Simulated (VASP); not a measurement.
Set up this calculation in VASP 6.6.1, as the native input.

```
Task                   : single point
Functional             : r2SCAN
Potentials or basis    : VASP PAW PBE potentials, release 64 (Ti_sv, O)
Cutoff                 : 520 eV
k mesh                 : 8 × 8 × 10
Occupations            : fermi-dirac, width 0.05 eV
Spin                   : no spin polarisation
Dipole correction      : no
Further INCAR settings : ALGO = Normal; EDIFF = 1e-06; NBANDS = 33
```

TiO2:

```
CELL_PARAMETERS angstrom
4.59694 0.00000 0.00000
0.00000 4.59694 0.00000
0.00000 0.00000 2.95354
ATOMIC_POSITIONS crystal
Ti 0.00000 0.00000 0.00000
Ti 0.50000 0.50000 0.50000
O 0.30463 0.30463 0.00000
O 0.19537 0.80463 0.50000
O 0.69537 0.69537 0.00000
O 0.80463 0.19537 0.50000
```

One way to write it, as run:

POSCAR

```
TiO2
1.0
    4.5969415662      0.0000000000      0.0000000000
    0.0000000000      4.5969415662      0.0000000000
    0.0000000000      0.0000000000      2.9535432483
Ti O
2 4
Direct
    0.0000000000      0.0000000000      0.0000000000
    0.5000000000      0.5000000000      0.5000000000
    0.3046313525      0.3046313525      0.0000000000
    0.1953686475      0.8046313525      0.5000000000
    0.6953686475      0.6953686475      0.0000000000
    0.8046313525      0.1953686475      0.5000000000
```

INCAR.step1

```
ALGO = Normal
EDIFF = 1E-4
ENCUT = 520
GGA = PE
ISMEAR = -1
LASPH = T
LCHARG = F
LREAL = F
LWAVE = T
NBANDS = 33
NELM = 80
PREC = Accurate
SIGMA = 0.05
```

INCAR.step2

```
ALGO = Normal
EDIFF = 1E-6
ENCUT = 520
ISIF = 2
ISMEAR = -1
ISTART = 1
LASPH = T
LCHARG = F
LMIXTAU = T
LREAL = F
LWAVE = F
METAGGA = R2SCAN
NBANDS = 33
NELM = 80
PREC = Accurate
SIGMA = 0.05
```

KPOINTS

```
k-points
0
Gamma
  8 8 10
```

Potentials or basis: VASP PAW PBE potentials, release 64 (Ti_sv, O).

Run with:

```console
$ cat potpaw_PBE.64/Ti_sv/POTCAR potpaw_PBE.64/O/POTCAR > POTCAR
$ cp INCAR.step1 INCAR
$ mpirun -np 1 vasp_std > vasp.out
$ cp INCAR.step2 INCAR
$ mpirun -np 1 vasp_std > vasp.out
```

Results of the run:

```
Pressure               : 1.3 GPa
Largest force          : 0.036 eV/Å
Band gap on the k mesh : 2.23 eV
```

Caveat: the PAW data sets were made with another functional, which shifts forces and pressure a little.

It took 8.2 min on 1 thread of Intel(R) Xeon(R) Platinum 8259CL CPU @ 2.50GHz (Skylake/Cascade Lake), with other jobs on the host, peak memory 0.28 GiB.
